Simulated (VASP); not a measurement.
# SiW6 in VASP: a series of runs, part 2 of 2

VASP 6.6.1.

## 4. Single point, PBE+D3(BJ)

INCAR reads:

```
PREC = Accurate
ENCUT = 520
EDIFF = 1E-6
ISMEAR = 0
SIGMA = 0.1
LREAL = F
LASPH = T
NELM = 100
ALGO = Normal
ISIF = 2
LWAVE = F
LCHARG = F
LDIPOL = T
IDIPOL = 3
DIPOL = 0.5 0.5 0.323
GGA = PE
IVDW = 12
NBANDS = 53
```

KPOINTS reads:

```
regular mesh
0
Gamma
  6 6 1
```

POSCAR reads:

```
SiW6
1.0
    4.4682526257      0.0000000000      0.0000000000
   -2.2341263128      3.8696202844      0.0000000000
    0.0000000000      0.0000000000     21.6259061357
W Si
6 1
Direct
    0.6666666667      0.3333333333      0.1849633479
    0.3333333333      0.6666666667      0.2271386095
    0.0000000000      0.0000000000      0.2693138710
    0.6666666667      0.3333333333      0.3085097946
    0.3333333333      0.6666666667      0.3483008428
    0.0000000000      0.0000000000      0.3849968683
    0.2222222222      0.1111111111      0.5375916303
```

Potentials or basis: VASP PAW PBE potentials, release 64 (W_sv, Si).

On the command line:

```console
cat potpaw_PBE.64/W_sv/POTCAR potpaw_PBE.64/Si/POTCAR > POTCAR
mpirun -np 1 vasp_std > vasp.out
```

OUTCAR:

```text
PREC = Accurate
   ENCUT = 520
   EDIFF = 1E-6
   ISMEAR = 0
   LREAL = F
   LASPH = T
   NELM = 100
   ISIF = 2
   GGA = PE
   IVDW = 12
 IVDW          = 12

 ion  position               nearest neighbor table
   1  0.667  0.333  0.185-   4 2.67   2 2.74   2 2.74   2 2.74   3 3.16   3 3.16   3 3.16
   2  0.333  0.667  0.227-   5 2.62   3 2.74   3 2.74   3 2.74   1 2.74   1 2.74   1 2.74   4 3.12
                             4 3.12   4 3.12
   3  0.000  0.000  0.269-   6 2.50   4 2.72   4 2.72   4 2.72   2 2.74   2 2.74   2 2.74   5 3.09
                             5 3.09   5 3.09   1 3.16   1 3.16   1 3.16
   4  0.667  0.333  0.309-   1 2.67   3 2.72   3 2.72   3 2.72   5 2.72   5 2.72   5 2.72   6 3.06
                             6 3.06   6 3.06   2 3.12   2 3.12   2 3.12
   5  0.333  0.667  0.348-   2 2.62   6 2.70   6 2.70   6 2.70   4 2.72   4 2.72   4 2.72   3 3.09
                             3 3.09   3 3.09
   6  0.000  0.000  0.385-   3 2.50   5 2.70   5 2.70   5 2.70   4 3.06   4 3.06   4 3.06
   7  0.222  0.111  0.538-

  LATTYP: Found a hexagonal cell.
 ALAT       =     4.4682526257
 C/A-ratio  =     4.8399022945

  Lattice vectors:

 A1 = (   4.4682526257,   0.0000000000,   0.0000000000)
 A2 = (  -2.2341263128,   3.8696202844,   0.0000000000)
 A3 = (   0.0000000000,   0.0000000000,  21.6259061357)

Analysis of symmetry for initial positions (statically):
=====================================================================
 Subroutine PRICEL returns:
 Original cell was already a primitive cell.

 Routine SETGRP: Setting up the symmetry group for a
 hexagonal supercell.

 Subroutine GETGRP returns: Found  2 space group operations
 (whereof  2 operations were pure point group operations)
 out of a pool of 24 trial point group operations.

The static configuration has the point symmetry C_1h.

Analysis of symmetry for dynamics (positions and initial velocities):
=====================================================================
 Subroutine PRICEL returns:
 Original cell was already a primitive cell.

 Routine SETGRP: Setting up the symmetry group for a
 hexagonal supercell.

 Subroutine GETGRP returns: Found  2 space group operations
 (whereof  2 operations were pure point group operations)
 out of a pool of 24 trial point group operations.

The dynamic configuration has the point symmetry C_1h.

 Subroutine INISYM returns: Found  2 space group operations
 (whereof  2 operations are pure point group operations),
 and found     1 'primitive' translations

----------------------------------------------------------------------------------------

                                     Primitive cell

  volume of cell :     373.9215

  direct lattice vectors                    reciprocal lattice vectors
     4.468252626  0.000000000  0.000000000     0.223801133  0.129211644  0.000000000
    -2.234126313  3.869620284  0.000000000     0.000000000  0.258423289  0.000000000
     0.000000000  0.000000000 21.625906136     0.000000000  0.000000000  0.046240837

  length of vectors
     4.468252626  4.468252626 21.625906136     0.258423289  0.258423289  0.046240837

  position of ions in fractional coordinates (direct lattice)
     0.666666667  0.333333333  0.184963348
     0.333333333  0.666666667  0.227138610
     0.000000000  0.000000000  0.269313871
     0.666666667  0.333333333  0.308509795
     0.333333333  0.666666667  0.348300843
     0.000000000  0.000000000  0.384996868
     0.222222222  0.111111111  0.537591630

  ion indices of the primitive-cell ions
   primitive index   ion index
[... 56 lines left out ...]
   NGXF,Y,Z  is equivalent  to a cutoff of  26.79, 26.79, 24.91 a.u.
 SYSTEM =  unknown system
   PREC   = accura    normal or accurate (medium, high low for compatibility)
   ISTART =      0    job   : 0-new  1-cont  2-samecut
   ICHARG =      2    charge: 1-file 2-atom 10-const
   ISPIN  =      1    spin polarized calculation?
   LNONCOLLINEAR =      F non collinear calculations
   LSORBIT =      F    spin-orbit coupling
   LASPH  =      T    aspherical Exc in radial PAW
   ENCUT  =  520.0 eV  38.22 Ry    6.18 a.u.   8.31  8.31 40.21*2*pi/ulx,y,z
   NELM   =    100;   NELMIN=  2; NELMDL= -5     # of ELM steps
   EDIFF  = 0.1E-05   stopping-criterion for ELM
   LREAL  =      F    real-space projection
   EDIFFG = 0.1E-04   stopping-criterion for IOM
   NSW    =      0    number of steps for IOM
   IBRION =     -1    ionic relax: 0-MD 1-quasi-New 2-CG
   NFREE  =      0    steps in history (QN), initial steepest desc. (CG)
   ISIF   =      2    stress and relaxation
   ISYM   =      2    0-nonsym 1-usesym 2-fastsym
   POTIM  = 0.5000    time-step for ionic-motion
   TEBEG  =    0.0;   TEEND  =   0.0 temperature during run
   PSTRESS=    0.0 pullay stress
   NELECT =      88.0000    total number of electrons
   NUPDOWN=      -1.0000    fix difference up-down
   EMIN   =  10.00;   EMAX   =-10.00  energy-range for DOS
   EFERMI =   0.00;   METHOD = LEGACY
   ISMEAR =     0;   SIGMA  =   0.10  broadening in eV -4-tet -1-fermi 0-gaus
   EFERMI_NEDOS =   21; number of points for ismear=-14 and -15
   IALGO  =     38    algorithm
   IMIX   =      4    mixing-type and parameters
     AMIX     =   0.40;   BMIX     =  1.00
     AMIX_MAG =   1.60;   BMIX_MAG =  1.00
  volume/ion in A,a.u.               =      53.42       360.48
  Fermi-wavevector in a.u.,A,eV,Ry     =   1.010747  1.910034 13.899828  1.021609
  Thomas-Fermi vector in A             =   2.143754
   LORBIT       =      0    0 simple, 1 ext, 2 COOP (PROOUT), +10 PAW based schemes
   GGA     = PE    functional components
   LHFCALC =     F    Hartree Fock is set to
   AEXX    =    0.0000 exact exchange contribution
   IVDW    =    12    specifies the selected vdW correction
   LEPSILON=     F    determine dielectric tensor
   LRPA    =     F    only Hartree local field effects (RPA)
 non-spin polarized calculation
 Gauss-broadening in eV      SIGMA  =   0.10
  energy-cutoff  :      520.00
  volume of cell :      373.92
 maximum number of plane-waves:     10113
 NGX is ok and might be reduce to    36
   NGX = 17   NGY = 17   NGZ = 81

 dipolmoment           0.000000      0.000000     -0.671989 electrons x Angstroem

 number of electron      88.0000001 magnetization

 dipolmoment           0.000000      0.000000      0.069417 electrons x Angstroem

 Free energy of the ion-electron system (eV)
  ---------------------------------------------------
  ext. energy  EPLUGINS =         0.00000000
  ---------------------------------------------------
  free energy    TOTEN  =       -71.93924000 eV

  energy without entropy =      -71.89619074  energy(sigma->0) =      -71.91771537

 E-fermi :   0.3420     XC(G=0):  -5.4666

 val. band max:        0.3404587971   @ k =   0.3333   0.1667   0.0000
 cond. band min:       0.3555534152   @ k =  -0.1667   0.3333   0.0000
 fundamental gap:      0.0150946181
 Fermi energy:         0.3420148556

 k-point     1 :       0.0000    0.0000    0.0000
  band No.  band energies     occupation
      1     -73.6916      2.00000
      2     -73.5692      2.00000
      3     -73.5440      2.00000
      4     -73.4762      2.00000
      5     -73.3805      2.00000
      6     -73.3216      2.00000
[... 717 lines left out ...]
     52       1.7801      0.00000
     53       1.9062      0.00000

------------------------ aborting loop because EDIFF is reached ----------------------------------------

 vacuum level on the upper side and lower side of the slab       (xc-potential included)         0.093        -0.569

 Edisp (eV)   -2.76358

 E8    (eV) :    -1.4498

  FORCE on cell =-STRESS in cart. coord.  units (eV):
  Direction    XX          YY          ZZ          XY          YZ          ZX
  --------------------------------------------------------------------------------------
  -------------------------------------------------------------------------------------
  Total      -8.23157    -8.33332    -7.90431     0.08812    -0.17026    -0.29490
  in kB     -35.27061   -35.70659   -33.86836     0.37757    -0.72953    -1.26359
  external pressure =      -34.95 kB  Pullay stress =        0.00 kB

 VOLUME and BASIS-vectors are now :
 -----------------------------------------------------------------------------
  energy-cutoff  :      520.00
  volume of cell :      373.92
      direct lattice vectors                 reciprocal lattice vectors
     4.468252626  0.000000000  0.000000000     0.223801133  0.129211644  0.000000000
    -2.234126313  3.869620284  0.000000000     0.000000000  0.258423289  0.000000000
     0.000000000  0.000000000 21.625906136     0.000000000  0.000000000  0.046240837

 POSITION                                       TOTAL-FORCE (eV/Angst)
 -----------------------------------------------------------------------------------
      2.23413      1.28987      4.00000         0.046743      0.026987      2.145115
     -0.00000      2.57975      4.91208        -0.049934     -0.028830     -0.610145
      0.00000      0.00000      5.82416         0.050066      0.028905     -2.040101
      2.23413      1.28987      6.67180        -0.035633     -0.020573      0.020358
     -0.00000      2.57975      7.53232        -0.127128     -0.073397      0.340448
      0.00000      0.00000      8.32591         0.206203      0.119051      1.782111
      0.74471      0.42996     11.62591        -0.090316     -0.052144     -1.637785
 -----------------------------------------------------------------------------------
    total drift:                               -0.000076     -0.000044     -0.000321

  FREE ENERGIE OF THE ION-ELECTRON SYSTEM (eV)
  ---------------------------------------------------
  free  energy   TOTEN  =       -74.7028158849 eV

  energy  without entropy=      -74.6597666269  energy(sigma->0) =      -74.68129126

 vacuum level on the upper side and lower side of the slab         4.718         4.036
```

It took 9.8 min on 1 thread of Intel Xeon Platinum 8259CL at 2.50GHz (Skylake/Cascade Lake), shared host; peak memory 0.6 GiB.

What came out:

| Quantity | Value |
| --- | --- |
| Free energy | -74.7028 eV |
| Largest force | 2.146 eV/Å |
| Band gap on the k mesh | zero (band 44 reaches 0.47 eV, above the bottom of band 45 at 0.26 eV) |
| Dispersion energy per atom | -0.395 eV |

Forces on the atoms (eV/Å):
```
W    0.047  0.027  2.145
W   -0.050 -0.029 -0.610
W    0.050  0.029 -2.040
W   -0.036 -0.021  0.020
W   -0.127 -0.073  0.340
W    0.206  0.119  1.782
Si  -0.090 -0.052 -1.638
```

Levels at points of the mesh, in eV from the Fermi level:
```
           k point  band 40  band 41  band 42  band 43  band 44  band 45  band 46  band 47  band 48  band 49
(0.00, 0.00, 0.00)    -1.23    -1.13    -1.07    -1.07    -0.44     0.64     1.37     1.49     1.62     1.62
(0.50, 0.00, 0.00)    -1.34    -0.89    -0.67    -0.40     0.13     0.17     0.30     0.48     0.89     1.24
(0.00, 0.50, 0.00)    -1.34    -0.94    -0.68    -0.22    -0.04     0.18     0.30     0.52     0.95     1.19
```

Caveat: spin-orbit coupling is left out, which moves the levels of the heavy elements.
